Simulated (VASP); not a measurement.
# V (Im-3m) in VASP: notebook

V is run at these levels: PBE, BLYP, PBEsol; tasks: single point, relaxation of cell and atoms.

Everything below comes from runs of VASP 6.6.1. Logs are shortened: lines on timing, memory, paths and dates and some standing lists are left out, and cuts for length are marked.

### Step 1. The cell of the first run

The structure is cubic, space group Im-3m (No. 229). Conventional cell: a = 3.029 Å, b = 3.029 Å, c = 3.029 Å, α = 90.00°, β = 90.00°, γ = 90.00°. V (site symmetry m-3m) has 14 V at 2.62 to 3.03 Å within 3.5 Å.

### Step 2. Single point, PBE, collinear spin, ferromagnetic start

INCAR

```
PREC     = Accurate       # precision mode
ENCUT    = 520            # plane-wave cutoff, eV
EDIFF    = 1E-6           # SCF threshold, eV
ISMEAR   = 0              # smearing method
SIGMA    = 0.025          # smearing width, eV
LREAL    = False          # projectors in reciprocal space
LASPH    = True           # aspherical terms in the spheres
NELM     = 150            # most SCF steps
ALGO     = Normal         # electronic algorithm
ISIF     = 2              # what is computed and relaxed
LWAVE    = False          # write WAVECAR
LCHARG   = False          # write CHGCAR
ISPIN    = 2              # spin polarisation
MAGMOM   = 2              # initial moments
LORBIT   = 11             # projections on sites
LMAXMIX  = 4              # l up to which the mixer works
GGA      = PE             # functional
NBANDS   = 16             # bands
```

KPOINTS

```
regular mesh
0
Gamma
  12 12 12
```

POSCAR

```
V
1.0
   -1.5143500000      1.5143500000      1.5143500000
    1.5143500000     -1.5143500000      1.5143500000
    1.5143500000      1.5143500000     -1.5143500000
V
1
Direct
    0.0000000000      0.0000000000      0.0000000000
```

Potentials or basis: VASP PAW PBE potentials, release 64 (V_sv).

On the command line:

```sh
$ cat potpaw_PBE.64/V_sv/POTCAR > POTCAR
$ mpirun -np 1 vasp_std > vasp.out
```

OUTCAR:

```text
PREC = Accurate
   ENCUT = 520
   EDIFF = 1E-6
   ISMEAR = 0
   LREAL = False
   LASPH = True
   NELM = 150
   ISIF = 2
   ISPIN = 2
   LORBIT = 11
   GGA = PE

 ion  position               nearest neighbor table
   1  0.000  0.000  0.000-

  LATTYP: Found a body centered cubic cell.
 ALAT       =     3.0287000000

  Lattice vectors:

 A1 = (  -1.5143500000,   1.5143500000,   1.5143500000)
 A2 = (   1.5143500000,  -1.5143500000,   1.5143500000)
 A3 = (   1.5143500000,   1.5143500000,  -1.5143500000)

Analysis of symmetry for initial positions (statically):
=====================================================================
 Subroutine PRICEL returns:
 Original cell was already a primitive cell.

 Routine SETGRP: Setting up the symmetry group for a
 body centered cubic supercell.

 Subroutine GETGRP returns: Found 48 space group operations
 (whereof 48 operations were pure point group operations)
 out of a pool of 48 trial point group operations.

The static configuration has the point symmetry O_h .

Analysis of symmetry for dynamics (positions and initial velocities):
=====================================================================
 Subroutine PRICEL returns:
 Original cell was already a primitive cell.

 Routine SETGRP: Setting up the symmetry group for a
 body centered cubic supercell.

 Subroutine GETGRP returns: Found 48 space group operations
 (whereof 48 operations were pure point group operations)
 out of a pool of 48 trial point group operations.

The dynamic configuration has the point symmetry O_h .

Analysis of structural, dynamic, and magnetic symmetry:
=====================================================================
 Subroutine PRICEL returns:
 Original cell was already a primitive cell.

 Routine SETGRP: Setting up the symmetry group for a
 body centered cubic supercell.

 Subroutine GETGRP returns: Found 48 space group operations
 (whereof 48 operations were pure point group operations)
 out of a pool of 48 trial point group operations.

The overall configuration has the point symmetry O_h .

 Subroutine INISYM returns: Found 48 space group operations
 (whereof 48 operations are pure point group operations),
 and found     1 'primitive' translations

----------------------------------------------------------------------------------------

                                     Primitive cell

  volume of cell :      13.8912

  direct lattice vectors                    reciprocal lattice vectors
[... 95 lines left out ...]
   PSTRESS=    0.0 pullay stress
   NELECT =      13.0000    total number of electrons
   NUPDOWN=      -1.0000    fix difference up-down
   EMIN   =  10.00;   EMAX   =-10.00  energy-range for DOS
   EFERMI =   0.00;   METHOD = LEGACY
   ISMEAR =     0;   SIGMA  =   0.03  broadening in eV -4-tet -1-fermi 0-gaus
   EFERMI_NEDOS =   21; number of points for ismear=-14 and -15
   IALGO  =     38    algorithm
   IMIX   =      4    mixing-type and parameters
     AMIX     =   0.40;   BMIX     =  1.00
     AMIX_MAG =   1.60;   BMIX_MAG =  1.00
  volume/ion in A,a.u.               =      13.89        93.74
  Fermi-wavevector in a.u.,A,eV,Ry     =   1.601313  3.026044 34.888125  2.564205
  Thomas-Fermi vector in A             =   2.698311
   LORBIT       =     11    0 simple, 1 ext, 2 COOP (PROOUT), +10 PAW based schemes
   GGA     = PE    functional components
   LHFCALC =     F    Hartree Fock is set to
   AEXX    =    0.0000 exact exchange contribution
   IVDW    =     0    specifies the selected vdW correction
   LEPSILON=     F    determine dielectric tensor
   LRPA    =     F    only Hartree local field effects (RPA)
 spin polarized calculation
 Gauss-broadening in eV      SIGMA  =   0.03
  energy-cutoff  :      520.00
  volume of cell :       13.89
 maximum number of plane-waves:       384
   NGX =  9   NGY =  9   NGZ =  9

 number of electron      12.9999997 magnetization       0.1271546

 Free energy of the ion-electron system (eV)
  ---------------------------------------------------
  ext. energy  EPLUGINS =         0.00000000
  ---------------------------------------------------
  free energy    TOTEN  =        -8.97836056 eV

  energy without entropy =       -8.97778082  energy(sigma->0) =       -8.97807069

 E-fermi :   9.2938     XC(G=0): -12.7394

 val. band max:        9.2911820729   @ k =  -0.2500   0.2500   0.1667
 cond. band min:       9.3047369098   @ k =  -0.3333   0.3333   0.1667
 fundamental gap:      0.0135548369
 Fermi energy:         9.2938306594

 spin component 1

 k-point     1 :       0.0000    0.0000    0.0000
  band No.  band energies     occupation
      1     -54.4878      1.00000
      2     -27.8352      1.00000
      3     -27.8352      1.00000
      4     -27.8352      1.00000
      5       2.7774      1.00000
      6       9.6663      0.00000
[... 435 lines left out ...]
      5       6.6479      1.00000
      6       8.1082      1.00000
[... 8 lines left out ...]
     15      38.0221      0.00000
     16      38.4673      0.00000

 [... further k-points ...]

 spin component 2

 k-point     1 :       0.0000    0.0000    0.0000
  band No.  band energies     occupation
      1     -54.3867      1.00000
      2     -27.7347      1.00000
      3     -27.7347      1.00000
      4     -27.7347      1.00000
      5       2.8443      1.00000
      6       9.7888      0.00000
[... 435 lines left out ...]
      5       6.7346      1.00000
      6       8.2220      1.00000
[... 8 lines left out ...]
     15      38.1004      0.00000
     16      38.5429      0.00000

 [... further k-points ...]
[... 5 lines left out ...]
  --------------------------------------------------------------------------------------
  -------------------------------------------------------------------------------------
  Total       -0.4418736     -0.4418736     -0.4418736     -0.0000000      0.0000000     -0.0000000
  in kB      -50.9647422    -50.9647422    -50.9647422     -0.0000000      0.0000000     -0.0000000
  external PRESSURE =     -50.9647422 kB  Pullay stress =       0.0000000 kB

 VOLUME and BASIS-vectors are now :
 -----------------------------------------------------------------------------
  energy-cutoff  :      520.00
  volume of cell :       13.89
      direct lattice vectors                 reciprocal lattice vectors
    -1.514350000  1.514350000  1.514350000     0.000000000  0.330174662  0.330174662
     1.514350000 -1.514350000  1.514350000     0.330174662  0.000000000  0.330174662
     1.514350000  1.514350000 -1.514350000     0.330174662  0.330174662  0.000000000

 POSITION                                       TOTAL-FORCE (eV/Angst)
 -----------------------------------------------------------------------------------
      0.00000      0.00000      0.00000        -0.000000      0.000000     -0.000000
 -----------------------------------------------------------------------------------
    total drift:                                0.000000     -0.000000      0.000000

  FREE ENERGIE OF THE ION-ELECTRON SYSTEM (eV)
  ---------------------------------------------------
  free  energy   TOTEN  =        -8.9783605552 eV

  energy  without entropy=       -8.9777808168  energy(sigma->0) =       -8.97807069

 total charge

# of ion       s       p       d       tot
------------------------------------------
    1        2.332   6.214   3.052  11.598

 magnetization (x)

# of ion       s       p       d       tot
------------------------------------------
    1        0.001   0.004   0.105   0.110
```

It took 26 s on 1 thread of Intel Xeon Platinum 8259CL at 2.50GHz (Skylake/Cascade Lake), shared host; peak memory 0.14 GiB.

Results:

| Quantity | Value |
| --- | --- |
| Free energy | -8.9784 eV |
| Pressure | -5.1 GPa |
| Net moment | 0.13 μB per cell |
| Site moments | V +0.11 μB |
| Valence electrons inside the program's atomic spheres | V 11.60 |

Levels at points of the mesh, in eV from the Fermi level:
Spin up:
| k point | band 2 | band 3 | band 4 | band 5 | band 6 | band 7 | band 8 | band 9 | band 10 | band 11 |
| --- | --- | --- | --- | --- | --- | --- | --- | --- | --- | --- |
| (0.00, 0.00, 0.00) | -37.13 | -37.13 | -37.13 | -6.52 | 0.37 | 0.37 | 0.37 | 2.33 | 2.33 | 20.25 |
| (0.50, 0.00, 0.00) | -37.94 | -37.39 | -37.13 | -3.08 | -1.10 | 1.54 | 2.32 | 2.67 | 3.91 | 9.77 |
| (0.50, 0.50, 0.50) | -37.69 | -37.69 | -37.69 | -2.85 | -2.85 | 3.54 | 3.54 | 3.54 | 9.91 | 9.91 |
Spin down:
```tsv
k point	band 2	band 3	band 4	band 5	band 6	band 7	band 8	band 9	band 10	band 11
(0.00, 0.00, 0.00)	-37.03	-37.03	-37.03	-6.45	0.49	0.49	0.49	2.40	2.40	20.31
(0.50, 0.00, 0.00)	-37.84	-37.28	-37.03	-3.00	-0.98	1.60	2.40	2.74	4.04	9.87
(0.50, 0.50, 0.50)	-37.59	-37.59	-37.59	-2.79	-2.79	3.66	3.66	3.66	10.00	10.00
```

### Step 3. Single point, PBE, collinear spin, ferromagnetic start

INCAR

```
SYSTEM = V
ALGO = Normal
EDIFF = 1E-6
ENCUT = 520
GGA = PE
ISIF = 2
ISMEAR = 0
ISPIN = 2
LASPH = .TRUE.
LCHARG = .FALSE.
LMAXMIX = 4
LORBIT = 11
LREAL = .FALSE.
LWAVE = .FALSE.
MAGMOM = 2
NBANDS = 16
NELM = 150
PREC = Accurate
SIGMA = 0.019000000000000003
```

KPOINTS

```
k-points
0
G
  12 12 12
  0 0 0
```

POSCAR is that of step 2.

Potentials or basis: VASP PAW PBE potentials, release 64 (V_sv).

On the command line:

```sh
$ cat potpaw_PBE.64/V_sv/POTCAR > POTCAR
$ mpirun -np 1 vasp_std > vasp.out
```

OUTCAR:

```text
SYSTEM = V
   EDIFF = 1E-6
   ENCUT = 520
   GGA = PE
   ISIF = 2
   ISMEAR = 0
   ISPIN = 2
   LASPH = .TRUE.
   LORBIT = 11
   LREAL = .FALSE.
   NELM = 150
   PREC = Accurate

 ion  position               nearest neighbor table
   1  0.000  0.000  0.000-

  LATTYP: Found a body centered cubic cell.
 ALAT       =     3.0287000000

  Lattice vectors:

 A1 = (  -1.5143500000,   1.5143500000,   1.5143500000)
 A2 = (   1.5143500000,  -1.5143500000,   1.5143500000)
 A3 = (   1.5143500000,   1.5143500000,  -1.5143500000)

Analysis of symmetry for initial positions (statically):
=====================================================================
 Subroutine PRICEL returns:
 Original cell was already a primitive cell.

 Routine SETGRP: Setting up the symmetry group for a
 body centered cubic supercell.

 Subroutine GETGRP returns: Found 48 space group operations
 (whereof 48 operations were pure point group operations)
 out of a pool of 48 trial point group operations.

The static configuration has the point symmetry O_h .

Analysis of symmetry for dynamics (positions and initial velocities):
=====================================================================
 Subroutine PRICEL returns:
 Original cell was already a primitive cell.

 Routine SETGRP: Setting up the symmetry group for a
 body centered cubic supercell.

 Subroutine GETGRP returns: Found 48 space group operations
 (whereof 48 operations were pure point group operations)
 out of a pool of 48 trial point group operations.

The dynamic configuration has the point symmetry O_h .

Analysis of structural, dynamic, and magnetic symmetry:
=====================================================================
 Subroutine PRICEL returns:
 Original cell was already a primitive cell.

 Routine SETGRP: Setting up the symmetry group for a
 body centered cubic supercell.

 Subroutine GETGRP returns: Found 48 space group operations
 (whereof 48 operations were pure point group operations)
 out of a pool of 48 trial point group operations.

The overall configuration has the point symmetry O_h .

 Subroutine INISYM returns: Found 48 space group operations
 (whereof 48 operations are pure point group operations),
 and found     1 'primitive' translations

----------------------------------------------------------------------------------------

                                     Primitive cell

  volume of cell :      13.8912

  direct lattice vectors                    reciprocal lattice vectors
    -1.514350000  1.514350000  1.514350000     0.000000000  0.330174662  0.330174662
     1.514350000 -1.514350000  1.514350000     0.330174662  0.000000000  0.330174662
     1.514350000  1.514350000 -1.514350000     0.330174662  0.330174662  0.000000000

  length of vectors
     2.622931140  2.622931140  2.622931140     0.466937486  0.466937486  0.466937486

  position of ions in fractional coordinates (direct lattice)
     0.000000000  0.000000000  0.000000000

  ion indices of the primitive-cell ions
   primitive index   ion index
                 1           1

----------------------------------------------------------------------------------------

 KPOINTS: k-points
[... 24 lines left out ...]
            Coordinates               Weight
  0.000000  0.000000  0.000000      1.000000
  0.083333  0.000000  0.000000     12.000000
  0.166667  0.000000  0.000000     12.000000
  0.250000  0.000000  0.000000     12.000000
  0.333333  0.000000  0.000000     12.000000
  0.416667  0.000000  0.000000     12.000000
[... 16 lines left out ...]
  0.333333  0.083333  0.083333     24.000000
  0.416667  0.083333  0.083333     12.000000
 [... further k-points ...]
   k-points           NKPTS =     72   k-points in BZ     NKDIM =     72   number of bands    NBANDS=     16
   number of dos      NEDOS =    301   number of ions     NIONS =      1
   total plane-waves  NPLWV =   8000
   dimension x,y,z NGX =    20 NGY =   20 NGZ =   20
   dimension x,y,z NGXF=    40 NGYF=   40 NGZF=   40
   ions per type =               1
   NGX,Y,Z   is equivalent  to a cutoff of  12.68, 12.68, 12.68 a.u.
   NGXF,Y,Z  is equivalent  to a cutoff of  25.35, 25.35, 25.35 a.u.
 SYSTEM =  V
   PREC   = accura    normal or accurate (medium, high low for compatibility)
   ISTART =      0    job   : 0-new  1-cont  2-samecut
   ICHARG =      2    charge: 1-file 2-atom 10-const
   ISPIN  =      2    spin polarized calculation?
   LNONCOLLINEAR =      F non collinear calculations
   LSORBIT =      F    spin-orbit coupling
   LASPH  =      T    aspherical Exc in radial PAW
   ENCUT  =  520.0 eV  38.22 Ry    6.18 a.u.   4.88  4.88  4.88*2*pi/ulx,y,z
   NELM   =    150;   NELMIN=  2; NELMDL= -5     # of ELM steps
   EDIFF  = 0.1E-05   stopping-criterion for ELM
   LREAL  =      F    real-space projection
[... 7 lines left out ...]
   TEBEG  =    0.0;   TEEND  =   0.0 temperature during run
   PSTRESS=    0.0 pullay stress
   NELECT =      13.0000    total number of electrons
   NUPDOWN=      -1.0000    fix difference up-down
   EMIN   =  10.00;   EMAX   =-10.00  energy-range for DOS
   EFERMI =   0.00;   METHOD = LEGACY
   ISMEAR =     0;   SIGMA  =   0.02  broadening in eV -4-tet -1-fermi 0-gaus
   EFERMI_NEDOS =   21; number of points for ismear=-14 and -15
   IALGO  =     38    algorithm
   IMIX   =      4    mixing-type and parameters
     AMIX     =   0.40;   BMIX     =  1.00
     AMIX_MAG =   1.60;   BMIX_MAG =  1.00
  volume/ion in A,a.u.               =      13.89        93.74
  Fermi-wavevector in a.u.,A,eV,Ry     =   1.601313  3.026044 34.888125  2.564205
  Thomas-Fermi vector in A             =   2.698311
   LORBIT       =     11    0 simple, 1 ext, 2 COOP (PROOUT), +10 PAW based schemes
   GGA     = PE    functional components
   LHFCALC =     F    Hartree Fock is set to
   AEXX    =    0.0000 exact exchange contribution
   IVDW    =     0    specifies the selected vdW correction
   LEPSILON=     F    determine dielectric tensor
   LRPA    =     F    only Hartree local field effects (RPA)
 spin polarized calculation
 Gauss-broadening in eV      SIGMA  =   0.02
  energy-cutoff  :      520.00
  volume of cell :       13.89
 maximum number of plane-waves:       384
   NGX =  9   NGY =  9   NGZ =  9

 number of electron      12.9999997 magnetization       0.1230414

 Free energy of the ion-electron system (eV)
  ---------------------------------------------------
  ext. energy  EPLUGINS =         0.00000000
  ---------------------------------------------------
  free energy    TOTEN  =        -8.97823745 eV

  energy without entropy =       -8.97790261  energy(sigma->0) =       -8.97807003

 E-fermi :   9.2895     XC(G=0): -12.7397

 val. band max:        9.2893230470   @ k =  -0.2500   0.2500   0.1667
 cond. band min:       9.3057460347   @ k =  -0.3333   0.3333   0.1667
 fundamental gap:      0.0164229876
 Fermi energy:         9.2895168346

 spin component 1

 k-point     1 :       0.0000    0.0000    0.0000
  band No.  band energies     occupation
      1     -54.4872      1.00000
      2     -27.8348      1.00000
      3     -27.8348      1.00000
      4     -27.8348      1.00000
      5       2.7787      1.00000
      6       9.6673      0.00000
[... 435 lines left out ...]
      5       6.6488      1.00000
      6       8.1093      1.00000
[... 8 lines left out ...]
     15      38.0235      0.00000
     16      38.4689      0.00000

 [... further k-points ...]

 spin component 2

 k-point     1 :       0.0000    0.0000    0.0000
  band No.  band energies     occupation
      1     -54.3898      1.00000
      2     -27.7379      1.00000
      3     -27.7379      1.00000
      4     -27.7379      1.00000
      5       2.8428      1.00000
      6       9.7860      0.00000
[... 435 lines left out ...]
      5       6.7326      1.00000
      6       8.2194      1.00000
[... 8 lines left out ...]
     15      38.0983      0.00000
     16      38.5412      0.00000

 [... further k-points ...]
[... 5 lines left out ...]
  --------------------------------------------------------------------------------------
  -------------------------------------------------------------------------------------
  Total       -0.4497647     -0.4497647     -0.4497647      0.0000000     -0.0000000     -0.0000000
  in kB      -51.8748936    -51.8748936    -51.8748936      0.0000000     -0.0000000     -0.0000000
  external PRESSURE =     -51.8748936 kB  Pullay stress =       0.0000000 kB

 VOLUME and BASIS-vectors are now :
 -----------------------------------------------------------------------------
  energy-cutoff  :      520.00
  volume of cell :       13.89
      direct lattice vectors                 reciprocal lattice vectors
    -1.514350000  1.514350000  1.514350000     0.000000000  0.330174662  0.330174662
     1.514350000 -1.514350000  1.514350000     0.330174662  0.000000000  0.330174662
     1.514350000  1.514350000 -1.514350000     0.330174662  0.330174662  0.000000000

 POSITION                                       TOTAL-FORCE (eV/Angst)
 -----------------------------------------------------------------------------------
      0.00000      0.00000      0.00000        -0.000000      0.000000     -0.000000
 -----------------------------------------------------------------------------------
    total drift:                                0.000000     -0.000000      0.000000

  FREE ENERGIE OF THE ION-ELECTRON SYSTEM (eV)
  ---------------------------------------------------
  free  energy   TOTEN  =        -8.9782374461 eV

  energy  without entropy=       -8.9779026071  energy(sigma->0) =       -8.97807003

 total charge

# of ion       s       p       d       tot
------------------------------------------
    1        2.332   6.214   3.051  11.597

 magnetization (x)

# of ion       s       p       d       tot
------------------------------------------
    1        0.001   0.003   0.103   0.107
```

stdout:

```text
POSCAR found type information on POSCAR V
 POSCAR found :  1 types and       1 ions
 scaLAPACK will be used
 LDA part: xc-table for (Slater+PW92), standard interpolation
 POSCAR, INCAR and KPOINTS ok, starting setup
 FFT: planning ... GRIDC
 FFT: planning ... GRID_SOFT
 FFT: planning ... GRID
 WAVECAR not read
 entering main loop
```

Run time: 25 s. Hardware: 1 thread of Intel Xeon Platinum 8259CL at 2.50GHz (Skylake/Cascade Lake), shared host; peak memory 0.14 GiB.

What came out:

* Free energy: -8.9782 eV
* Pressure: -5.2 GPa
* Net moment: 0.12 μB per cell
* Site moments: V +0.11 μB
* Valence electrons inside the program's atomic spheres: V 11.60

(Continued in part 2 of 2.)
